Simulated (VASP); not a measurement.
# Si (I4_1/amd) in VASP: further runs, part 2 of 2

VASP 6.6.1.

### 3 Single point, LDA (in-plane strain +0.005, then relaxed in part)

INCAR

```
SYSTEM = Si
PREC = Accurate
ENCUT = 520
EDIFF = 1E-6
ISMEAR = 0
SIGMA = 0.01
LREAL = .FALSE.
LASPH = .TRUE.
NELM = 60
ALGO = Normal
ISIF = 2
LWAVE = .FALSE.
LCHARG = .FALSE.
NBANDS = 11
```

KPOINTS

```
Automatic mesh
0
G
  8 8 8
  0 0 0
```

POSCAR

```
Si
1.0
    2.7144838254      2.7144838254      0.0000000000
   -2.7144838254      2.7144838254      0.0000000000
    0.0000000000      2.7144838254      2.6906319232
Si
2
Direct
    0.2500000000      0.7500000000      0.5000000000
    0.0000000000      0.0000000000      0.0000000000
```

Potentials or basis: VASP PAW LDA potentials, release 64 (Si).

On the command line:

```console
cat potpaw_LDA.64/Si/POTCAR > POTCAR
mpirun -np 1 vasp_std > vasp.out
```

OUTCAR:

```text
SYSTEM = Si
   PREC = Accurate
   ENCUT = 520
   EDIFF = 1E-6
   ISMEAR = 0
   LREAL = .FALSE.
   LASPH = .TRUE.
   NELM = 60
   ISIF = 2

 ion  position               nearest neighbor table
   1  0.250  0.750  0.500-   2 2.34   2 2.34   2 2.34   2 2.34
   2  0.000  0.000  0.000-   1 2.34   1 2.34   1 2.34   1 2.34

  LATTYP: Found a body centered tetragonal cell.
 ALAT       =     3.8388598407
 C/A-ratio  =     1.4017870070

  Lattice vectors:

 A1 = (   2.7144838254,   0.0000000000,  -2.6906319232)
[... 526 lines left out ...]

  FORCE on cell =-STRESS in cart. coord.  units (eV):
  Direction    XX          YY          ZZ          XY          YZ          ZX
  --------------------------------------------------------------------------------------
  -------------------------------------------------------------------------------------
  Total       -0.2016655     -0.2016655      0.0060978      0.0000000      0.0000000      0.0000000
  in kB       -8.1486067     -8.1486067      0.2463903      0.0000000      0.0000000      0.0000000
  external PRESSURE =      -5.3502743 kB  Pullay stress =       0.0000000 kB

 VOLUME and BASIS-vectors are now :
 -----------------------------------------------------------------------------
  energy-cutoff  :      520.00
  volume of cell :       39.65
      direct lattice vectors                 reciprocal lattice vectors
     2.714483825  2.714483825  0.000000000     0.184197082  0.184197082 -0.185829952
    -2.714483825  2.714483825  0.000000000    -0.184197082  0.184197082 -0.185829952
     0.000000000  2.714483825  2.690631923     0.000000000  0.000000000  0.371659903

 POSITION                                       TOTAL-FORCE (eV/Angst)
 -----------------------------------------------------------------------------------
     -1.35724      4.07173      1.34532        -0.000000      0.000000      0.000000
      0.00000      0.00000      0.00000         0.000000     -0.000000      0.000000
 -----------------------------------------------------------------------------------
    total drift:                               -0.000000     -0.000000     -0.000000

  FREE ENERGIE OF THE ION-ELECTRON SYSTEM (eV)
  ---------------------------------------------------
  free  energy   TOTEN  =       -11.9146106475 eV

  energy  without entropy=      -11.9146106475  energy(sigma->0) =      -11.91461065
```

It took 28 s on 1 thread of Intel Xeon 6975P-C, shared host; peak memory 0.15 GiB.

What came out:

- Free energy: -11.9146 eV
- Pressure: -0.5 GPa
- Band gap on the k mesh: 0.40 eV, indirect (least direct gap 2.47 eV)

Stress tensor (GPa, compression positive):
```
-0.81  0.00  0.00
 0.00 -0.81  0.00
 0.00  0.00  0.02
```

Caveat: the cell differs from its parent crystal (in-plane strain +0.005, then relaxed in part). A k mesh can miss the band edges.

### 4 Single point, LDA (in-plane strain +0.005)

INCAR

```
SYSTEM = Si
ALGO = Normal
EDIFF = 1E-6
ENCUT = 520
GGA = CA
ISIF = 2
ISMEAR = 0
LASPH = .TRUE.
LCHARG = .TRUE.
LELF = .TRUE.
LREAL = .FALSE.
LVHAR = .TRUE.
LWAVE = .FALSE.
NBANDS = 11
NELM = 60
PREC = Accurate
SIGMA = 0.01
```

KPOINTS

```
k-points
0
G
  8 8 8
  0 0 0
```

POSCAR, as its differences from that of step 3:

```diff
@@ -4,3 +4,3 @@
    -2.7144838254      2.7144838254      0.0000000000
-    0.0000000000      2.7144838254      2.6906319232
+    0.0000000000      2.7144838254      2.6928759939
 Si
```

On the command line:

```console
cat potpaw_LDA.64/Si/POTCAR > POTCAR
mpirun -np 1 vasp_std > vasp.out
```

Run time: 30 s. Hardware: 1 thread of Intel Xeon 6975P-C, shared host; peak memory 0.14 GiB.

Results (log left out):

- Free energy: -11.9146 eV
- Pressure: -0.6 GPa
- Band gap on the k mesh: 0.41 eV, indirect (least direct gap 2.47 eV)

Stress tensor (GPa, compression positive):
```
-0.87  0.00  0.00
 0.00 -0.87  0.00
 0.00  0.00 -0.11
```

Levels at points of the mesh, in eV from the valence-band top:
```
           k point  band 1  band 2  band 3  band 4  band 5  band 6  band 7  band 8
(0.00, 0.00, 0.00)  -12.06   -0.06   -0.06    0.00    2.47    2.50    2.50    3.27
(0.50, 0.00, 0.00)   -9.69   -7.07   -1.28   -1.20    1.42    3.22    3.28    7.49
(0.50, 0.50, 0.00)   -7.90   -7.90   -2.89   -2.89    0.57    0.57   10.01   10.01
(0.00, 0.00, 0.50)   -7.85   -7.85   -2.95   -2.95    0.51    0.51   10.01   10.01
```

Caveat: the cell differs from its parent crystal (in-plane strain +0.005). A k mesh can miss the band edges.

### 5 Single point, LDA (film at in-plane strain +0.005)

INCAR

```
ALGO     = Normal         # electronic algorithm
EDIFF    = 1E-6           # SCF threshold, eV
ENCUT    = 520            # plane-wave cutoff, eV
GGA      = CA             # functional
ISIF     = 2              # what is computed and relaxed
ISMEAR   = 0              # smearing method
LASPH    = T              # aspherical terms in the spheres
LCHARG   = F              # write CHGCAR
LREAL    = F              # projectors in reciprocal space
LWAVE    = F              # write WAVECAR
NBANDS   = 11             # bands
NELM     = 60             # most SCF steps
PREC     = Accurate       # precision mode
SIGMA    = 0.01           # smearing width, eV
```

KPOINTS

```
k-points
0
Gamma
  8 8 8
```

POSCAR, as its differences from that of step 4:

```diff
@@ -4,3 +4,3 @@
    -2.7144838254      2.7144838254      0.0000000000
-    0.0000000000      2.7144838254      2.6928759939
+    0.0000000000      2.7144838254      2.6906319232
 Si
```

Potentials or basis: VASP PAW LDA potentials, release 64 (Si).

On the command line:

```console
cat potpaw_LDA.64/Si/POTCAR > POTCAR
mpirun -np 1 vasp_std > vasp.out
```

OUTCAR:

```text
EDIFF = 1E-6
   ENCUT = 520
   GGA = CA
   ISIF = 2
   ISMEAR = 0
   LASPH = T
   LREAL = F
   NELM = 60
   PREC = Accurate

 ion  position               nearest neighbor table
   1  0.250  0.750  0.500-   2 2.34   2 2.34   2 2.34   2 2.34
   2  0.000  0.000  0.000-   1 2.34   1 2.34   1 2.34   1 2.34

  LATTYP: Found a body centered tetragonal cell.
 ALAT       =     3.8388598407
 C/A-ratio  =     1.4017870070

  Lattice vectors:

 A1 = (   2.7144838254,   0.0000000000,  -2.6906319232)
 A2 = (  -2.7144838254,   0.0000000000,  -2.6906319232)
 A3 = (   0.0000000000,   2.7144838254,   2.6906319232)

Analysis of symmetry for initial positions (statically):
=====================================================================
 Subroutine PRICEL returns:
 Original cell was already a primitive cell.

 Routine SETGRP: Setting up the symmetry group for a
 body centered tetragonal supercell.

 Subroutine GETGRP returns: Found 16 space group operations
 (whereof  8 operations were pure point group operations)
 out of a pool of 16 trial point group operations.

The static configuration has the point symmetry D_2d.
[... 176 lines left out ...]
      4       5.9126      2.00000
      5       8.3786      0.00000
      6       8.4101      0.00000
      7       8.4101      0.00000
      8       9.1920      0.00000
      9      13.5231      0.00000
     10      13.5897      0.00000
     11      13.6835      0.00000
[... 309 lines left out ...]
 k-point    24 :       0.3750    0.0000    0.1250
  band No.  band energies     occupation
      1      -4.8955      2.00000
      2       1.2246      2.00000
      3       3.5593      2.00000
      4       5.0542      2.00000
      5       8.5018      0.00000
      6       9.5045      0.00000
      7       9.7018      0.00000
      8      12.1147      0.00000
      9      12.2884      0.00000
     10      15.5939      0.00000
     11      15.8795      0.00000

 [... further k-points ...]

------------------------ aborting loop because EDIFF is reached ----------------------------------------

  FORCE on cell =-STRESS in cart. coord.  units (eV):
  Direction    XX          YY          ZZ          XY          YZ          ZX
  --------------------------------------------------------------------------------------
  -------------------------------------------------------------------------------------
  Total       -0.2016655     -0.2016655      0.0060978      0.0000000      0.0000000      0.0000000
  in kB       -8.1486067     -8.1486067      0.2463903      0.0000000      0.0000000      0.0000000
  external PRESSURE =      -5.3502743 kB  Pullay stress =       0.0000000 kB

 VOLUME and BASIS-vectors are now :
 -----------------------------------------------------------------------------
  energy-cutoff  :      520.00
  volume of cell :       39.65
      direct lattice vectors                 reciprocal lattice vectors
     2.714483825  2.714483825  0.000000000     0.184197082  0.184197082 -0.185829952
    -2.714483825  2.714483825  0.000000000    -0.184197082  0.184197082 -0.185829952
     0.000000000  2.714483825  2.690631923     0.000000000  0.000000000  0.371659903

 POSITION                                       TOTAL-FORCE (eV/Angst)
 -----------------------------------------------------------------------------------
     -1.35724      4.07173      1.34532        -0.000000      0.000000      0.000000
      0.00000      0.00000      0.00000         0.000000     -0.000000      0.000000
 -----------------------------------------------------------------------------------
    total drift:                               -0.000000     -0.000000     -0.000000

  FREE ENERGIE OF THE ION-ELECTRON SYSTEM (eV)
  ---------------------------------------------------
  free  energy   TOTEN  =       -11.9146106475 eV

  energy  without entropy=      -11.9146106475  energy(sigma->0) =      -11.91461065
```

stdout:

```text
POSCAR found type information on POSCAR Si
 POSCAR found :  1 types and       2 ions
 scaLAPACK will be used
 LDA part: xc-table for (Slater(with rela. corr.)+CA(PZ))
 , standard interpolation
 POSCAR, INCAR and KPOINTS ok, starting setup
 FFT: planning ... GRIDC
 FFT: planning ... GRID_SOFT
 FFT: planning ... GRID
 WAVECAR not read
 entering main loop
```

Run time: 21 s. Hardware: 1 thread of Intel Xeon 6975P-C, shared host; peak memory 0.14 GiB.

Results:

```yaml
Free_energy: -11.9146 eV
Pressure: -0.5 GPa
Band_gap_on_the_k_mesh: 0.40 eV, indirect (least direct gap 2.47 eV)
```

Caveat: the cell differs from its parent crystal (film at in-plane strain +0.005). A k mesh can miss the band edges.

### 6 The runs side by side

| cell | gap on the mesh (eV) | pressure (GPa) |
| --- | --- | --- |
| a = 3.801, b = 3.801, c = 3.816 Å, angles 60.1, 60.1, 90.0°, 2 atoms | 0.43 | 0.7 |
| a = 3.839, b = 3.839, c = 3.822 Å, angles 59.9, 59.9, 90.0°, 2 atoms | 0.40 | -0.5 |
| a = 3.839, b = 3.839, c = 3.824 Å, angles 59.9, 59.9, 90.0°, 2 atoms | 0.41 | -0.6 |

Alike in all rows: task single point; level LDA; potentials or basis VASP PAW LDA potentials, release 64 (Si); no spin polarisation; k mesh 8 × 8 × 8; cutoff (eV) 520; smearing gaussian 0.01 eV.

Absolute energies hang on the potentials; compare differences alone.
